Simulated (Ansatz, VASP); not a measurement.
# One calculation of Mg4O, two programs

```xyz
5
Lattice="3.1466 0.0000 0.0000 0.0000 5.0389 0.0000 0.0000 0.0000 20.5846" Properties=species:S:1:pos:R:3 pbc="T T T"
Mg    0.0000    3.7792    4.0000
Mg    1.5733    1.2597    4.9083
Mg    1.5733    3.7792    6.8054
Mg    0.0000    1.2597    7.5846
O     1.5733    3.7792   10.2146
```

Alike in both runs: task single point; functional LDA; k mesh 8 × 5 × 1; occupations gaussian, width 0.1 eV; no spin polarisation.

```csv
,VASP,Ansatz
version,VASP 6.6.1,Ansatz 0.2.0
potentials or method,"VASP PAW LDA potentials, release 64 (Mg, O), cutoff 520 eV","scalar-relativistic, plane waves, PAW"
valence electrons in the cell,14,46
```

```tsv
	VASP	Ansatz	Ansatz less VASP
gap on the k mesh at the Fermi level (eV)	none	none	-
rms of the force components (eV/Å)	0.478	0.472	-0.0054
```

LDA's correlation is that of Perdew and Zunger in VASP and of Perdew and Wang (1992) in Ansatz. Atom by atom the forces differ by 0.008 eV/Å (rms over components). A gap of «none» marks a metal or a gap that the smearing closes. VASP's potentials hold 14 valence electrons a cell and Ansatz's 46, so a difference there can come from the potentials and not from the codes.
